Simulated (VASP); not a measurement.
TeBr6, 7 atoms in the cell. Symmetry: Pm-3m, No. 221, cubic system. Conventional cell: a = 6.772 Å, b = 6.772 Å, c = 6.772 Å, α = 90.00°, β = 90.00°, γ = 90.00°. Within 3.6 Å of Br (site symmetry 4mm) lie 5 Br at 2.71 to 2.87 Å. 

| Property | Result |
| --- | --- |
| Program | VASP 6.6.1 |
| Task | relaxation of cell and atoms |
| Functional | PBE |
| Potentials or basis | VASP PAW PBE potentials, release 64 (Te, Br) |
| Cutoff | 600 eV |
| k mesh | 4 × 4 × 4 |
| Occupations | gaussian, width 0.1 eV |
| Spin | no spin polarisation |
| Dipole correction | no |
| Further INCAR settings | ALGO = Normal; EDIFF = 1e-06; IBRION = 2; EDIFFG = -0.04; NSW = 90; ISIF = 3 |

Potentials or basis: VASP PAW PBE potentials, release 64 (Te, Br).

The run is started by

```console
$ cat potpaw_PBE.64/Te/POTCAR potpaw_PBE.64/Br/POTCAR > POTCAR
$ mpirun -np 1 vasp_std > vasp.out
```

Hardware: 1 thread of Intel(R) Xeon(R) 6975P-C (Granite Rapids), with other jobs on the host.

Task: How long does it take, and how much memory?

Result: Wall time 13 min on 1 thread of Intel(R) Xeon(R) 6975P-C (Granite Rapids) (shared host), peak memory 0.48 GiB. Counts: scf iterations 172, k points 10, ion steps 15.
